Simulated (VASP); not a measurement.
# Sc12H4C in VASP: single point with PBE+D3(BJ)

Aim: the single point of Sc12H4C with PBE+D3(BJ).

Everything below comes from runs of VASP 6.6.1. Logs are shortened: lines on timing, memory, paths and dates and some standing lists are left out, and cuts for length are marked.

## 1. The cell of the first run

The cell holds a slab with vacuum, 17 atoms: a = 6.620 Å, b = 6.620 Å, c = 17.276 Å, α = 90.00°, β = 90.00°, γ = 60.00°.

## 2. Single point, PBE+D3(BJ)

Input file INCAR:

```
SYSTEM = Sc12H4C
PREC     = Accurate       ! precision mode
ENCUT    = 520            ! plane-wave cutoff, eV
EDIFF    = 1E-6           ! SCF threshold, eV
ISMEAR   = 0              ! smearing method
SIGMA    = 0.1            ! smearing width, eV
LREAL    = .False.        ! projectors in reciprocal space
LASPH    = .True.         ! aspherical terms in the spheres
NELM     = 120            ! most SCF steps
ALGO     = Normal         ! electronic algorithm
ISIF     = 2              ! what is computed and relaxed
LWAVE    = .False.        ! write WAVECAR
LCHARG   = .False.        ! write CHGCAR
GGA      = PE             ! functional
IVDW     = 12             ! dispersion correction
NBANDS   = 84             ! bands
GGA_COMPAT= .False.      
NELMDL   = -8
```

Input file KPOINTS:

```
Automatic mesh
0
Gamma
  4 4 1
  0 0 0
```

Input file POSCAR:

```
Sc12H4C
1.0
    6.6200000000      0.0000000000      0.0000000000
    3.3100000000      5.7330880000      0.0000000000
    0.0000000000      0.0000000000     17.2761400000
Sc C H
12 1 4
Direct
    0.0000000000      0.0000000000      0.0578833003
    0.5000000000      0.0000000000      0.0578833003
    0.0000000000      0.5000000000      0.0578833003
    0.5000000000      0.5000000000      0.0578833003
   -0.1668867031      0.3350241615      0.2001846477
    0.3313026133      0.3340482476      0.2018482717
   -0.1670196656      0.8318912949      0.1998449885
    0.3344693177      0.8325541139      0.2001657199
    0.0037892141     -0.0019868873      0.3404924943
    0.4985885648     -0.0048016008      0.3432687510
   -0.0042483300      0.5021443941      0.3423115349
    0.4979456446      0.5057262334      0.3436369467
    0.5472310865      0.2415734766      0.5400985405
    0.6848809911      0.0693751779      0.5206224886
    0.5911116858      0.3743035167      0.5224181443
    0.3795941699      0.2811476119      0.5144714039
    0.5335730884      0.2415677206      0.6033398664
```

Potentials or basis: VASP PAW PBE potentials, release 64 (Sc_sv, C, H).

Started as:

```console
$ cat potpaw_PBE.64/Sc_sv/POTCAR potpaw_PBE.64/C/POTCAR potpaw_PBE.64/H/POTCAR > POTCAR
$ mpirun -np 1 vasp_std > vasp.out
```

OUTCAR:

```text
SYSTEM = Sc12H4C
   PREC = Accurate
   ENCUT = 520
   EDIFF = 1E-6
   ISMEAR = 0
   LREAL = .False.
   LASPH = .True.
   NELM = 120
   ISIF = 2
   GGA = PE
   IVDW = 12
   NELMDL = -8
 IVDW          = 12

 ion  position               nearest neighbor table
   1  0.000  0.000  0.058-   7 3.12   8 3.12   5 3.12   3 3.31   3 3.31   4 3.31   4 3.31   2 3.31
                             2 3.31
   2  0.500  0.000  0.058-   7 3.11   8 3.11   6 3.14   4 3.31   3 3.31   4 3.31   3 3.31   1 3.31
                             1 3.31
   3  0.000  0.500  0.058-   7 3.10   5 3.11   6 3.13   1 3.31   1 3.31   2 3.31   2 3.31   4 3.31
                             4 3.31
   4  0.500  0.500  0.058-   8 3.11   5 3.11   6 3.14   2 3.31   1 3.31   2 3.31   1 3.31   3 3.31
                             3 3.31
   5  0.833  0.335  0.200-  11 3.10   9 3.10   3 3.11   4 3.11   1 3.12  12 3.14   7 3.29   6 3.29
                             8 3.30   8 3.32   6 3.33   7 3.33
   6  0.331  0.334  0.202-  11 3.10  10 3.12  12 3.12   3 3.13   2 3.14   4 3.14   5 3.29   7 3.30
                             8 3.31   8 3.31   7 3.32   5 3.33
   7  0.833  0.832  0.200-  11 3.10   3 3.10   9 3.10   2 3.11   1 3.12  10 3.13   5 3.29   6 3.30
                             8 3.30   8 3.32   6 3.32   5 3.33
   8  0.334  0.833  0.200-   9 3.08  10 3.10  12 3.11   4 3.11   2 3.11   1 3.12   5 3.30   7 3.30
                             6 3.31   6 3.31   7 3.32   5 3.32
   9  0.004  0.998  0.340-   8 3.08   5 3.10   7 3.10  12 3.27  10 3.27  11 3.31  11 3.31  10 3.35
                            12 3.36
  10  0.499  0.995  0.343-   8 3.10   6 3.12   7 3.13  12 3.24   9 3.27  11 3.28  11 3.34   9 3.35
                            12 3.38
  11  0.996  0.502  0.342-   6 3.10   5 3.10   7 3.10  10 3.28  12 3.28   9 3.31   9 3.31  12 3.34
                            10 3.34
  12  0.498  0.506  0.344-   8 3.11   6 3.12   5 3.14  10 3.24   9 3.27  11 3.28  11 3.34   9 3.36
                            10 3.38
  13  0.547  0.242  0.540-  17 1.10  14 1.10  15 1.10  16 1.10
  14  0.685  0.069  0.521-  13 1.10
  15  0.591  0.374  0.522-  13 1.10
  16  0.380  0.281  0.514-  13 1.10
  17  0.534  0.242  0.603-  13 1.10

  LATTYP: Found a hexagonal cell.
 ALAT       =     6.6199998501
 C/A-ratio  =     2.6096888808

  Lattice vectors:

 A1 = (  -3.3100000000,  -5.7330880000,   0.0000000000)
 A2 = (   6.6200000000,   0.0000000000,   0.0000000000)
 A3 = (   0.0000000000,   0.0000000000,  17.2761400000)

Analysis of symmetry for initial positions (statically):
=====================================================================
 Subroutine PRICEL returns:
 Original cell was already a primitive cell.

 Routine SETGRP: Setting up the symmetry group for a
 hexagonal supercell.

 Subroutine GETGRP returns: Found  1 space group operations
 (whereof  1 operations were pure point group operations)
 out of a pool of 24 trial point group operations.

The static configuration has the point symmetry C_1 .

Analysis of symmetry for dynamics (positions and initial velocities):
=====================================================================
 Subroutine PRICEL returns:
 Original cell was already a primitive cell.

 Routine SETGRP: Setting up the symmetry group for a
 hexagonal supercell.

 Subroutine GETGRP returns: Found  1 space group operations
 (whereof  1 operations were pure point group operations)
 out of a pool of 24 trial point group operations.

The dynamic configuration has the point symmetry C_1 .

 Subroutine INISYM returns: Found  1 space group operations
 (whereof  1 operations are pure point group operations),
 and found     1 'primitive' translations

----------------------------------------------------------------------------------------

                                     Primitive cell

  volume of cell :     655.6821

  direct lattice vectors                    reciprocal lattice vectors
     6.620000000  0.000000000  0.000000000     0.151057402 -0.087213034  0.000000000
     3.310000000  5.733088000  0.000000000     0.000000000  0.174426068  0.000000000
     0.000000000  0.000000000 17.276140000     0.000000000  0.000000000  0.057883300

  length of vectors
     6.620000000  6.619999850 17.276140000     0.174426065  0.174426068  0.057883300

  position of ions in fractional coordinates (direct lattice)
     0.000000000  0.000000000  0.057883300
     0.500000000  0.000000000  0.057883300
     0.000000000  0.500000000  0.057883300
     0.500000000  0.500000000  0.057883300
     0.833113297  0.335024162  0.200184648
     0.331302613  0.334048248  0.201848272
[... 9 lines left out ...]
     0.379594170  0.281147612  0.514471404
     0.533573088  0.241567721  0.603339866

  ion indices of the primitive-cell ions
   primitive index   ion index
                 1           1
                 2           2
                 3           3
                 4           4
                 5           5
                 6           6
[... 9 lines left out ...]
                16          16
                17          17

----------------------------------------------------------------------------------------

 KPOINTS: Automatic mesh

Automatic generation of k-mesh.
 Grid dimensions read from file:
 generate k-points for:    4    4    1

 Generating k-lattice:

  Cartesian coordinates                     Fractional coordinates (reciprocal lattice)
     0.037764350 -0.021803259  0.000000000     0.250000000  0.000000000  0.000000000
     0.000000000  0.043606517  0.000000000     0.000000000  0.250000000  0.000000000
     0.000000000  0.000000000  0.057883300     0.000000000  0.000000000  1.000000000

  Length of vectors
     0.043606516  0.043606517  0.057883300

  Shift w.r.t. Gamma in fractional coordinates (k-lattice)
     0.000000000  0.000000000  0.000000000

 Subroutine IBZKPT returns following result:
 ===========================================

 Found     10 irreducible k-points:

 Following reciprocal coordinates:
            Coordinates               Weight
  0.000000  0.000000  0.000000      1.000000
  0.250000 -0.000000  0.000000      2.000000
  0.250000  0.250000  0.000000      2.000000
  0.000000  0.250000  0.000000      2.000000
  0.500000 -0.000000  0.000000      1.000000
  0.500000  0.500000  0.000000      1.000000
  0.000000  0.500000  0.000000      1.000000
  0.500000  0.250000  0.000000      2.000000
  0.250000  0.500000  0.000000      2.000000
 -0.250000  0.250000  0.000000      2.000000
   k-points           NKPTS =     10   k-points in BZ     NKDIM =     10   number of bands    NBANDS=     84
   number of dos      NEDOS =    301   number of ions     NIONS =     17
   total plane-waves  NPLWV = 320000
   dimension x,y,z NGX =    50 NGY =   50 NGZ =  128
   dimension x,y,z NGXF=   100 NGYF=  100 NGZF=  256
   ions per type =              12   1   4
   NGX,Y,Z   is equivalent  to a cutoff of  12.56, 12.56, 12.32 a.u.
   NGXF,Y,Z  is equivalent  to a cutoff of  25.11, 25.11, 24.63 a.u.
 SYSTEM =  Sc12H4C
   PREC   = accura    normal or accurate (medium, high low for compatibility)
   ISTART =      0    job   : 0-new  1-cont  2-samecut
   ICHARG =      2    charge: 1-file 2-atom 10-const
   ISPIN  =      1    spin polarized calculation?
   LNONCOLLINEAR =      F non collinear calculations
   LSORBIT =      F    spin-orbit coupling
   LASPH  =      T    aspherical Exc in radial PAW
   ENCUT  =  520.0 eV  38.22 Ry    6.18 a.u.  12.31 12.31 32.12*2*pi/ulx,y,z
   NELM   =    120;   NELMIN=  2; NELMDL= -8     # of ELM steps
   EDIFF  = 0.1E-05   stopping-criterion for ELM
   LREAL  =      F    real-space projection
   EDIFFG = 0.1E-04   stopping-criterion for IOM
   NSW    =      0    number of steps for IOM
   IBRION =     -1    ionic relax: 0-MD 1-quasi-New 2-CG
   NFREE  =      0    steps in history (QN), initial steepest desc. (CG)
   ISIF   =      2    stress and relaxation
   ISYM   =      2    0-nonsym 1-usesym 2-fastsym
   POTIM  = 0.5000    time-step for ionic-motion
   TEBEG  =    0.0;   TEEND  =   0.0 temperature during run
   PSTRESS=    0.0 pullay stress
   NELECT =     140.0000    total number of electrons
   NUPDOWN=      -1.0000    fix difference up-down
   EMIN   =  10.00;   EMAX   =-10.00  energy-range for DOS
   EFERMI =   0.00;   METHOD = LEGACY
   ISMEAR =     0;   SIGMA  =   0.10  broadening in eV -4-tet -1-fermi 0-gaus
   EFERMI_NEDOS =   21; number of points for ismear=-14 and -15
   IALGO  =     38    algorithm
   IMIX   =      4    mixing-type and parameters
     AMIX     =   0.40;   BMIX     =  1.00
     AMIX_MAG =   1.60;   BMIX_MAG =  1.00
  volume/ion in A,a.u.               =      38.57       260.28
  Fermi-wavevector in a.u.,A,eV,Ry     =   0.978483  1.849064 13.026599  0.957428
  Thomas-Fermi vector in A             =   2.109262
   LORBIT       =      0    0 simple, 1 ext, 2 COOP (PROOUT), +10 PAW based schemes
   GGA     = PE    functional components
   LHFCALC =     F    Hartree Fock is set to
   AEXX    =    0.0000 exact exchange contribution
   IVDW    =    12    specifies the selected vdW correction
   LEPSILON=     F    determine dielectric tensor
   LRPA    =     F    only Hartree local field effects (RPA)
 non-spin polarized calculation
 Gauss-broadening in eV      SIGMA  =   0.10
  energy-cutoff  :      520.00
  volume of cell :      655.68
 maximum number of plane-waves:     17741
 NGX is ok and might be reduce to    50
   NGX = 25   NGY = 25   NGZ = 65

 number of electron     140.0000003 magnetization

 Free energy of the ion-electron system (eV)
  ---------------------------------------------------
  ext. energy  EPLUGINS =         0.00000000
  ---------------------------------------------------
  free energy    TOTEN  =       -93.11769250 eV

  energy without entropy =      -92.97520247  energy(sigma->0) =      -93.04644749

 E-fermi :   0.2442     XC(G=0):  -5.9027

 val. band max:        0.2375161205   @ k =   0.5000   0.5000   0.0000
 cond. band min:       0.2453148460   @ k =   0.5000   0.5000   0.0000
 fundamental gap:      0.0077987255
 Fermi energy:         0.2441613212

 k-point     1 :       0.0000    0.0000    0.0000
  band No.  band energies     occupation
      1     -49.4715      2.00000
      2     -49.4521      2.00000
      3     -49.4422      2.00000
      4     -49.4360      2.00000
      5     -49.4295      2.00000
      6     -49.4222      2.00000
[... 839 lines left out ...]
     81       0.8478      0.00000
     82       1.1059      0.00000
 [bands above 82 left out]

------------------------ aborting loop because EDIFF is reached ----------------------------------------

 Edisp (eV)   -3.51937

 E8    (eV) :    -1.7334

  FORCE on cell =-STRESS in cart. coord.  units (eV):
  Direction    XX          YY          ZZ          XY          YZ          ZX
  --------------------------------------------------------------------------------------
  -------------------------------------------------------------------------------------
  Total      -4.18519    -4.20001    -0.09735    -0.01228     0.00067     0.07457
  in kB     -10.22663   -10.26285    -0.23787    -0.03001     0.00162     0.18222
  external pressure =       -6.91 kB  Pullay stress =        0.00 kB

 VOLUME and BASIS-vectors are now :
 -----------------------------------------------------------------------------
  energy-cutoff  :      520.00
  volume of cell :      655.68
      direct lattice vectors                 reciprocal lattice vectors
     6.620000000  0.000000000  0.000000000     0.151057402 -0.087213034  0.000000000
     3.310000000  5.733088000  0.000000000     0.000000000  0.174426068  0.000000000
     0.000000000  0.000000000 17.276140000     0.000000000  0.000000000  0.057883300

 POSITION                                       TOTAL-FORCE (eV/Angst)
 -----------------------------------------------------------------------------------
      0.00000      0.00000      1.00000         0.006269     -0.002498      0.001030
      3.31000      0.00000      1.00000        -0.010470     -0.006251     -0.006405
      1.65500      2.86654      1.00000        -0.005488      0.000844     -0.014223
      4.96500      2.86654      1.00000         0.001647      0.008472     -0.002902
      6.62414      1.92072      3.45842        -0.005230      0.004556     -0.010894
      3.29892      1.91513      3.48716         0.009699      0.002369     -0.012632
[... 9 lines left out ...]
      3.44351      1.61184      8.88808        -0.031720      0.007219     -0.022583
      4.33184      1.38493     10.42338         0.003207      0.012395      0.019728
 -----------------------------------------------------------------------------------
    total drift:                                0.000265      0.000080     -0.000883

  FREE ENERGIE OF THE ION-ELECTRON SYSTEM (eV)
  ---------------------------------------------------
  free  energy   TOTEN  =       -96.6370646176 eV

  energy  without entropy=      -96.4945745886  energy(sigma->0) =      -96.56581960
```

Run time: 44 min. Hardware: 1 thread of Intel Xeon Platinum 8259CL at 2.50GHz (Skylake/Cascade Lake), shared host; peak memory 0.93 GiB.

What came out:

```
Free energy                : -96.6371 eV
Largest force              : 0.040 eV/Å
Band gap on the k mesh     : zero (bands 70 and 71 overlap by 0.03 eV)
Dispersion energy per atom : -0.207 eV
```

Forces on the atoms (eV/Å):
```
Sc   0.006 -0.002  0.001
Sc  -0.010 -0.006 -0.006
Sc  -0.005  0.001 -0.014
Sc   0.002  0.008 -0.003
Sc  -0.005  0.005 -0.011
Sc   0.010  0.002 -0.013
Sc   0.001 -0.006  0.005
Sc  -0.005  0.000 -0.025
Sc   0.000  0.003  0.013
Sc   0.002  0.005  0.023
Sc  -0.003  0.000  0.013
Sc   0.000 -0.007  0.018
C    0.006 -0.016  0.003
H    0.002 -0.029 -0.012
H    0.029  0.023  0.013
H   -0.032  0.007 -0.023
H    0.003  0.012  0.020
```

Levels at points of the mesh, in eV from the Fermi level:
```tsv
k point	band 68	band 69	band 70	band 71	band 72	band 73
(0.00, 0.00, 0.00)	-0.26	-0.25	-0.25	0.01	0.13	0.47
(0.50, 0.00, 0.00)	-0.14	-0.04	-0.02	0.02	0.02	0.05
(0.50, 0.50, 0.00)	-0.13	-0.04	-0.01	0.00	0.03	0.06
(0.00, 0.50, 0.00)	-0.13	-0.04	-0.01	0.00	0.03	0.06
```

Caveat: there is no dipole correction, which matters where the two faces differ.
